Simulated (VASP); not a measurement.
# Si63Se (a cell with a defect) in VASP: notebook

The runs below take Si63Se (a cell with a defect) through single point, relaxation of the atoms, with PBEsol.

Program: VASP 6.6.1. These are calculated values, not measurements. Logs are shortened: lines on timing, memory, paths and dates and some standing lists are left out, and cuts for length are marked.

## (1) The cell of the first run

The cell holds a defect, 64 atoms: a = 10.866 Å, b = 10.866 Å, c = 10.866 Å, α = 90.00°, β = 90.00°, γ = 90.00°.

## (2) Single point, PBEsol, collinear spin

INCAR reads:

```
SYSTEM = Si63Se
PREC = Accurate ; ENCUT = 520
EDIFF = 1E-6 ; ISMEAR = -1
SIGMA = 0.05 ; LREAL = Auto
LASPH = .True. ; NELM = 150
ALGO = Normal ; ISIF = 2
LWAVE = .False. ; LCHARG = .False.
ISPIN = 2 ; MAGMOM = 0 0 0 0 0 0 0 0 0 0 0 0 0 0 0.2 0 0 0 0 0 0 0 0 0 0.2 0 0 0 0 0 0 0 0 0 0 0 0 0 0 0 0 0.2 0 0 0 0 0 0 0 0 0 0 0 0 0 0 0 0 0 0.2 0 0 0 0.2
LORBIT = 11 ; GGA = PS
NBANDS = 171 ; NELECT = 257.0
ISYM = 0 ; LUSENCCL = .False.
```

KPOINTS reads:

```
Automatic mesh
0
Gamma
  1 1 1
  0.25 0.25 0.25
```

POSCAR reads:

```
Si63Se
1.0
   10.8655790000      0.0000000000      0.0000000000
    0.0000000000     10.8655790000      0.0000000000
    0.0000000000      0.0000000000     10.8655790000
Si Se
63 1
Direct
    0.9997590000      0.9998060000      0.9998540000
    0.9988710000      0.9990960000      0.4986790000
    0.9988860000      0.4986540000      0.9990270000
    0.0005390000      0.5002530000      0.5002220000
    0.4985440000      0.9990640000      0.9989930000
    0.5001600000      0.0006300000      0.5002180000
    0.5001690000      0.5002330000      0.0006110000
    0.1248150000      0.1248920000      0.1250700000
    0.1242160000      0.1243580000      0.6251460000
    0.1240680000      0.6251270000      0.1243000000
    0.1249200000      0.6255070000      0.6257270000
    0.6249090000      0.1243460000      0.1244310000
    0.6255130000      0.1248290000      0.6257960000
    0.6254510000      0.6254910000      0.1251850000
    0.6313440000      0.6314020000      0.6316010000
    0.2493530000      0.2494610000      0.9994650000
    0.2481300000      0.2483510000      0.4975380000
    0.2491140000      0.7499850000      0.0000320000
    0.2483610000      0.7523670000      0.5020390000
    0.7497700000      0.2493240000      0.0000720000
    0.7521410000      0.2485520000      0.5021110000
    0.7500410000      0.7501090000      0.0000040000
    0.7506770000      0.7509050000      0.4972350000
    0.3747890000      0.3747440000      0.1237630000
    0.3662890000      0.3661190000      0.6353210000
    0.3742600000      0.8748930000      0.1247060000
    0.3750670000      0.8766170000      0.6251230000
    0.8747590000      0.3743320000      0.1248520000
    0.8767000000      0.3750080000      0.6252070000
    0.8751310000      0.8751530000      0.1250020000
    0.8749550000      0.8749260000      0.6260230000
    0.2493960000      0.9992260000      0.2495040000
    0.2492210000      0.9998910000      0.7498690000
    0.2480530000      0.4973770000      0.2480680000
    0.2486920000      0.5018280000      0.7522540000
    0.7498200000      0.9999290000      0.2492550000
    0.7501750000      0.9996840000      0.7503250000
    0.7521240000      0.5018090000      0.2488280000
    0.7508500000      0.4970780000      0.7508770000
    0.3745560000      0.1237540000      0.3748580000
    0.3741010000      0.1247230000      0.8748990000
    0.3652610000      0.6359890000      0.3655840000
    0.3748780000      0.6251760000      0.8767960000
    0.8746040000      0.1247370000      0.3744110000
    0.8750410000      0.1249650000      0.8753400000
    0.8764830000      0.6251750000      0.3751960000
    0.8747800000      0.6259190000      0.8750940000
    0.9991410000      0.2494050000      0.2495770000
    0.9999060000      0.2492480000      0.7500910000
    0.9998270000      0.7499250000      0.2494390000
    0.9996950000      0.7500700000      0.7502920000
    0.4973010000      0.2482700000      0.2484560000
    0.5017710000      0.2485100000      0.7523740000
    0.5017010000      0.7523020000      0.2486210000
    0.4970020000      0.7508250000      0.7510070000
    0.1236570000      0.3748060000      0.3747460000
    0.1247470000      0.3743470000      0.8749070000
    0.1246040000      0.8749040000      0.3744010000
    0.1248600000      0.8751910000      0.8751340000
    0.6352880000      0.3660340000      0.3664050000
    0.6250510000      0.3750370000      0.8766520000
    0.6250370000      0.8766560000      0.3750500000
    0.6258610000      0.8749270000      0.8750940000
    0.4991710000      0.4993470000      0.4992760000
```

Potentials or basis: VASP PAW PBE potentials, release 64 (Si, Se).

Command:

```console
cat potpaw_PBE.64/Si/POTCAR potpaw_PBE.64/Se/POTCAR > POTCAR
mpirun -np 1 vasp_std > vasp.out
```

OUTCAR:

```text
SYSTEM = Si63Se
   PREC = Accurate
   ENCUT = 520
   EDIFF = 1E-6
   ISMEAR = -1
   LREAL = Auto
   LASPH = .True.
   NELM = 150
   ISIF = 2
   ISPIN = 2
   LORBIT = 11
   GGA = PS
   NELECT = 257.0
   ISYM = 0

 ion  position               nearest neighbor table
   1  1.000  1.000  1.000-  45 2.35  30 2.35  59 2.35   8 2.35
   2  0.999  0.999  0.499-  44 2.35  58 2.35  31 2.36   9 2.37
   3  0.999  0.499  0.999-  28 2.35  57 2.35  47 2.35  10 2.36
   4  0.001  0.500  0.500-  46 2.35  56 2.35  29 2.35  11 2.35
   5  0.499  0.999  0.999-  26 2.35  41 2.35  63 2.35  12 2.37
   6  0.500  0.001  0.500-  27 2.35  62 2.35  40 2.35  13 2.35
[... 56 lines left out ...]
  63  0.626  0.875  0.875-  37 2.35  22 2.35   5 2.35  55 2.37
  64  0.499  0.499  0.499-  15 2.49  25 2.52  60 2.52  42 2.54

IMPORTANT INFORMATION: All symmetrisations will be switched off!
NOSYMM: (Re-)initialisation of all symmetry stuff for point group C_1.

----------------------------------------------------------------------------------------

                                     Primitive cell

  volume of cell :    1282.7990

  direct lattice vectors                    reciprocal lattice vectors
    10.865579000  0.000000000  0.000000000     0.092033752  0.000000000  0.000000000
     0.000000000 10.865579000  0.000000000     0.000000000  0.092033752  0.000000000
     0.000000000  0.000000000 10.865579000     0.000000000  0.000000000  0.092033752

  length of vectors
    10.865579000 10.865579000 10.865579000     0.092033752  0.092033752  0.092033752

  position of ions in fractional coordinates (direct lattice)
     0.999759000  0.999806000  0.999854000
     0.998871000  0.999096000  0.498679000
     0.998886000  0.498654000  0.999027000
     0.000539000  0.500253000  0.500222000
     0.498544000  0.999064000  0.998993000
     0.500160000  0.000630000  0.500218000
[... 56 lines left out ...]
     0.625861000  0.874927000  0.875094000
     0.499171000  0.499347000  0.499276000

  ion indices of the primitive-cell ions
   primitive index   ion index
                 1           1
                 2           2
                 3           3
                 4           4
                 5           5
                 6           6
[... 56 lines left out ...]
                63          63
                64          64

----------------------------------------------------------------------------------------

 KPOINTS: Automatic mesh

Automatic generation of k-mesh.
 Grid dimensions read from file:
 generate k-points for:    1    1    1

 Generating k-lattice:

  Cartesian coordinates                     Fractional coordinates (reciprocal lattice)
     0.092033752  0.000000000  0.000000000     1.000000000  0.000000000  0.000000000
     0.000000000  0.092033752  0.000000000     0.000000000  1.000000000  0.000000000
     0.000000000  0.000000000  0.092033752     0.000000000  0.000000000  1.000000000

  Length of vectors
     0.092033752  0.092033752  0.092033752

  Shift w.r.t. Gamma in fractional coordinates (k-lattice)
     0.250000000  0.250000000  0.250000000

 Subroutine IBZKPT returns following result:
 ===========================================

 Found      4 irreducible k-points:

 Following reciprocal coordinates:
            Coordinates               Weight
  0.250000  0.250000  0.250000      2.000000
 -0.250000  0.250000  0.250000      2.000000
 -0.250000 -0.250000  0.250000      2.000000
  0.250000 -0.250000  0.250000      2.000000
   k-points           NKPTS =      4   k-points in BZ     NKDIM =      4   number of bands    NBANDS=    171
   number of dos      NEDOS =    301   number of ions     NIONS =     64
   total plane-waves  NPLWV = 592704
   dimension x,y,z NGX =    84 NGY =   84 NGZ =   84
   dimension x,y,z NGXF=   168 NGYF=  168 NGZF=  168
   ions per type =              63   1
   NGX,Y,Z   is equivalent  to a cutoff of  12.85, 12.85, 12.85 a.u.
   NGXF,Y,Z  is equivalent  to a cutoff of  25.70, 25.70, 25.70 a.u.
 SYSTEM =  Si63Se
   PREC   = accura    normal or accurate (medium, high low for compatibility)
   ISTART =      0    job   : 0-new  1-cont  2-samecut
   ICHARG =      2    charge: 1-file 2-atom 10-const
   ISPIN  =      2    spin polarized calculation?
   LNONCOLLINEAR =      F non collinear calculations
   LSORBIT =      F    spin-orbit coupling
   LASPH  =      T    aspherical Exc in radial PAW
   ENCUT  =  520.0 eV  38.22 Ry    6.18 a.u.  20.20 20.20 20.20*2*pi/ulx,y,z
   NELM   =    150;   NELMIN=  2; NELMDL= -5     # of ELM steps
   EDIFF  = 0.1E-05   stopping-criterion for ELM
   LREAL  =      T    real-space projection
   EDIFFG = 0.1E-04   stopping-criterion for IOM
   NSW    =      0    number of steps for IOM
   IBRION =     -1    ionic relax: 0-MD 1-quasi-New 2-CG
   NFREE  =      0    steps in history (QN), initial steepest desc. (CG)
   ISIF   =      2    stress and relaxation
   ISYM   =      0    0-nonsym 1-usesym 2-fastsym
   POTIM  = 0.5000    time-step for ionic-motion
   TEBEG  =    0.0;   TEEND  =   0.0 temperature during run
   PSTRESS=    0.0 pullay stress
   NELECT =     257.0000    total number of electrons
   NUPDOWN=      -1.0000    fix difference up-down
   EMIN   =  10.00;   EMAX   =-10.00  energy-range for DOS
   EFERMI =   0.00;   METHOD = LEGACY
   ISMEAR =    -1;   SIGMA  =   0.05  broadening in eV -4-tet -1-fermi 0-gaus
   EFERMI_NEDOS =   21; number of points for ismear=-14 and -15
   IALGO  =     38    algorithm
   IMIX   =      4    mixing-type and parameters
     AMIX     =   0.40;   BMIX     =  1.00
     AMIX_MAG =   1.60;   BMIX_MAG =  1.00
  volume/ion in A,a.u.               =      20.04       135.26
  Fermi-wavevector in a.u.,A,eV,Ry     =   0.957928  1.810222 12.485068  0.917627
  Thomas-Fermi vector in A             =   2.086990
   LORBIT       =     11    0 simple, 1 ext, 2 COOP (PROOUT), +10 PAW based schemes
   GGA     = PS    functional components
   LHFCALC =     F    Hartree Fock is set to
   AEXX    =    0.0000 exact exchange contribution
   IVDW    =     0    specifies the selected vdW correction
   LEPSILON=     F    determine dielectric tensor
   LRPA    =     F    only Hartree local field effects (RPA)
 spin polarized calculation
  energy-cutoff  :      520.00
  volume of cell :     1282.80
 maximum number of plane-waves:     34484
 NGX is ok and might be reduce to    84
   NGX = 41   NGY = 41   NGZ = 41

 number of electron     256.9999984 magnetization       0.0023469

 Free energy of the ion-electron system (eV)
  ---------------------------------------------------
  ext. energy  EPLUGINS =         0.00000000
  ---------------------------------------------------
  free energy    TOTEN  =      -371.01348676 eV

  energy without entropy =     -370.94490796  energy(sigma->0) =     -370.97919736

 E-fermi :   6.1581     XC(G=0):  -9.5507

 val. band max:        6.1307700868   @ k =   0.2500   0.2500   0.2500
 cond. band min:       6.1656247831   @ k =  -0.2500  -0.2500   0.2500
 fundamental gap:      0.0348546963
 Fermi energy:         6.1581185315

 spin component 1

 k-point     1 :       0.2500    0.2500    0.2500
  band No.  band energies     occupation
      1      -8.9045      1.00000
      2      -5.9347      1.00000
      3      -5.4784      1.00000
      4      -5.4779      1.00000
      5      -5.2985      1.00000
      6      -4.9647      1.00000
[... 561 lines left out ...]
    139       7.4569      0.00000
    140       7.6439      0.00000
 Fermi energy:         6.1581185315

 spin component 2

 k-point     1 :       0.2500    0.2500    0.2500
  band No.  band energies     occupation
      1      -8.9044      1.00000
      2      -5.9347      1.00000
      3      -5.4784      1.00000
      4      -5.4779      1.00000
      5      -5.2985      1.00000
      6      -4.9647      1.00000
[... 561 lines left out ...]
    139       7.4570      0.00000
    140       7.6440      0.00000
 [bands above 140 left out]

------------------------ aborting loop because EDIFF is reached ----------------------------------------

  FORCE on cell =-STRESS in cart. coord.  units (eV):
  Direction    XX          YY          ZZ          XY          YZ          ZX
  --------------------------------------------------------------------------------------
  -------------------------------------------------------------------------------------
  Total       -6.4053052     -6.4057959     -6.4095314     -1.2899666     -1.2709973     -1.2199368
  in kB       -8.0000332     -8.0006461     -8.0053116     -1.6111294     -1.5874374     -1.5236643
  external PRESSURE =      -8.0019970 kB  Pullay stress =       0.0000000 kB

 VOLUME and BASIS-vectors are now :
 -----------------------------------------------------------------------------
  energy-cutoff  :      520.00
  volume of cell :     1282.80
      direct lattice vectors                 reciprocal lattice vectors
    10.865579000  0.000000000  0.000000000     0.092033752  0.000000000  0.000000000
     0.000000000 10.865579000  0.000000000     0.000000000  0.092033752  0.000000000
     0.000000000  0.000000000 10.865579000     0.000000000  0.000000000  0.092033752

 POSITION                                       TOTAL-FORCE (eV/Angst)
 -----------------------------------------------------------------------------------
     10.86296     10.86347     10.86399         0.031809      0.032839      0.033875
     10.85331     10.85576      5.41844         0.062794      0.061206      0.142899
     10.85347      5.41816     10.85501         0.061534      0.137903      0.061070
      0.00586      5.43554      5.43520         0.033820      0.030941      0.036215
      5.41697     10.85541     10.85464         0.141867      0.065375      0.063789
      5.43453      0.00685      5.43516         0.031006      0.034850      0.033428
[... 56 lines left out ...]
      6.80034      9.50659      9.50840        -0.092985     -0.061685     -0.058909
      5.42378      5.42569      5.42492        -0.032704     -0.005868     -0.034346
 -----------------------------------------------------------------------------------
    total drift:                               -0.007085      0.003672      0.014243

  FREE ENERGIE OF THE ION-ELECTRON SYSTEM (eV)
  ---------------------------------------------------
  free  energy   TOTEN  =      -371.0134867638 eV

  energy  without entropy=     -370.9449079627  energy(sigma->0) =     -370.97919736

 total charge

# of ion       s       p       d       tot
------------------------------------------
    1        0.752   0.937   0.000   1.688
    2        0.755   0.931   0.000   1.686
    3        0.755   0.931   0.000   1.687
    4        0.751   0.938   0.000   1.690
    5        0.755   0.931   0.000   1.687
    6        0.751   0.938   0.000   1.690
[... 56 lines left out ...]
   63        0.752   0.931   0.000   1.683
   64        1.487   2.281   0.048   3.817
--------------------------------------------------
tot         48.922  61.025   0.048 109.995

 magnetization (x)

# of ion       s       p       d       tot
------------------------------------------
    1        0.000  -0.000   0.000  -0.000
    2        0.000   0.000   0.000   0.000
    3        0.000   0.000   0.000   0.000
    4        0.000  -0.000   0.000  -0.000
    5        0.000   0.000   0.000   0.000
    6        0.000  -0.000   0.000  -0.000
[... 56 lines left out ...]
   63        0.000  -0.000   0.000  -0.000
   64        0.000  -0.000   0.000   0.000
--------------------------------------------------
tot          0.000   0.000   0.000   0.000
```

Run time: 3.6 min. Hardware: 1 × NVIDIA H100 80GB with 1 thread of AMD EPYC 7R13 (Zen 3), shared host; peak memory 2.5 GiB.

Results:

```
Free energy                                           : -371.0135 eV
Largest force                                         : 0.201 eV/Å
Net moment                                            : 0.00 μB per cell
Valence electrons inside the program's atomic spheres : Si 1.69, 1.68, 1.64, 1.65 (each value once); Se 3.82
```

Forces in eV/Å, atoms in the order of the input:
```
Si   0.032  0.033  0.034
Si   0.063  0.061  0.143
Si   0.062  0.138  0.061
Si   0.034  0.031  0.036
Si   0.142  0.065  0.064
Si   0.031  0.035  0.033
Si   0.031  0.033  0.034
Si  -0.022 -0.022 -0.026
Si  -0.034 -0.036 -0.061
Si  -0.032 -0.061 -0.031
Si  -0.044 -0.033 -0.037
Si  -0.061 -0.032 -0.036
Si  -0.032 -0.039 -0.036
Si  -0.035 -0.035 -0.046
Si   0.076  0.074  0.073
Si   0.025  0.024  0.047
Si   0.039  0.036  0.088
Si   0.014  0.014  0.046
Si  -0.002  0.010  0.104
Si   0.015  0.015  0.048
Si   0.008  0.002  0.105
Si   0.021  0.027  0.042
Si   0.023  0.019  0.097
Si  -0.025 -0.023 -0.009
Si  -0.068 -0.062 -0.159
Si  -0.083 -0.022 -0.034
Si  -0.024 -0.027 -0.010
Si  -0.024 -0.080 -0.034
Si  -0.030 -0.023 -0.015
Si  -0.032 -0.032 -0.026
Si  -0.061 -0.060 -0.096
Si   0.026  0.054  0.028
Si   0.015  0.048  0.013
Si   0.033  0.097  0.035
Si   0.001  0.098  0.008
Si   0.013  0.045  0.018
Si   0.022  0.042  0.025
Si   0.007  0.100  0.001
Si   0.017  0.094  0.022
Si  -0.022 -0.012 -0.022
Si  -0.083 -0.033 -0.022
Si  -0.038 -0.194 -0.040
Si  -0.020 -0.016 -0.031
Si  -0.019 -0.032 -0.083
Si  -0.030 -0.025 -0.037
Si  -0.027 -0.014 -0.025
Si  -0.058 -0.094 -0.062
Si   0.052  0.029  0.027
Si   0.044  0.016  0.016
Si   0.043  0.014  0.012
Si   0.040  0.023  0.024
Si   0.094  0.036  0.035
Si   0.103  0.004  0.006
Si   0.109  0.012 -0.002
Si   0.096  0.022  0.018
Si  -0.014 -0.027 -0.021
Si  -0.035 -0.080 -0.022
Si  -0.034 -0.020 -0.079
Si  -0.025 -0.034 -0.029
Si  -0.165 -0.062 -0.067
Si  -0.012 -0.024 -0.028
Si  -0.016 -0.029 -0.024
Si  -0.093 -0.062 -0.059
Se  -0.033 -0.006 -0.034
```

Levels at points of the mesh, in eV from the Fermi level:
Spin up:
```csv
k point,band 126,band 127,band 128,band 129,band 130,band 131
"(0.25, 0.25, 0.25)",-1.17,-0.73,-0.73,-0.03,0.41,0.41
```
Spin down:
```tsv
k point	band 126	band 127	band 128	band 129	band 130	band 131
(0.25, 0.25, 0.25)	-1.17	-0.73	-0.73	-0.03	0.41	0.41
```

Caveat: the cell carries a net charge on a neutralising background, which shifts energy and pressure; the cell is charged against a uniform background, so pressure and absolute levels hang on convention; the PAW data sets were made with another functional, which shifts forces and pressure a little.

(Continued in part 2 of 2.)
